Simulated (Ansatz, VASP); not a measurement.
# MgS in VASP and in Ansatz

Contents of INCAR:

```
SYSTEM = MgS
  PREC = Accurate
  ENCUT = 600
  EDIFF = 1E-6
  ISMEAR = 0
  SIGMA = 0.01
  LREAL = .FALSE.
  LASPH = .TRUE.
  NELM = 120
  ALGO = Normal
  ISIF = 2
  LWAVE = .FALSE.
  LCHARG = .FALSE.
  GGA = PS
  NBANDS = 11
  GGA_COMPAT = .FALSE.
```

KPOINTS

```
Automatic mesh
0
G
  6 6 6
  0 0 0
```

Contents of POSCAR:

```
MgS
1.0
    0.0000000000      2.5653969554      2.6055130538
    2.5653969554      0.0000000000      2.6055130538
    2.5653969554      2.5653969554      0.0000000000
Mg S
1 1
Direct
    0.0000000000      0.0000000000      0.0000000000
    0.5000000000      0.5000000000      0.5000000000
```

Input for Ansatz:

```yaml
crystal:
  lattice:
    - [0.0, 2.5653969554, 2.6055130538]
    - [2.5653969554, 0.0, 2.6055130538]
    - [2.5653969554, 2.5653969554, 0.0]
  atoms:
    - { symbol: Mg, position: [0.0, 0.0, 0.0] }
    - { symbol: S, position: [0.5, 0.5, 0.5] }
basis:
  ecutwfc: 600.0
kpoints:
  mp_grid: { grid: [6, 6, 6] }
  band_path:
    path:
      - [0.0, 0.0, 0.0]
      - [0.0, 0.0, 0.0]
      - [0.5, 0.5, 0.0]
      - [0.0, 0.5, 0.5]
      - [0.5, 0.5, 0.5]
      - [0.0, 0.0, 0.5]
      - [0.5, 0.5, 0.5]
      - [0.0, 0.0, 0.5]
    npoints: 1
hamiltonian:
  xc: pbesol
scf:
  occupations: { method: fixed }
  n_extra_bands: 5
output:
  forces: true
  stress: true
  eigenvalues: true
```

Alike in both runs: task single point; functional PBEsol; k mesh 6 × 6 × 6; no spin polarisation.

```csv
,VASP,Ansatz
version,VASP 6.6.1,Ansatz 0.2.0
potentials or method,"VASP PAW PBE potentials, release 64 (Mg, S), cutoff 600 eV","scalar-relativistic, plane waves, PAW"
occupations,"gaussian, width 0.01 eV",fixed
valence electrons in the cell,8,16
```

Ansatz gave:

- gap on the k mesh at the Fermi level (eV): 2.68
- least direct gap on the mesh (eV): 3.76
- pressure (GPa): 1.2
- traceless stress, the component that is largest in VASP (GPa): -1.22

**Question.** Which values does VASP return?

**Answer.** gap on the k mesh at the Fermi level (eV): 2.69; least direct gap on the mesh (eV): 3.76; pressure (GPa): 1.0; traceless stress, the component that is largest in VASP (GPa): -1.22.

VASP's potentials were made for PBE, not for PBEsol. VASP's potentials hold 8 valence electrons a cell and Ansatz's 16, so a difference there can come from the potentials and not from the codes.
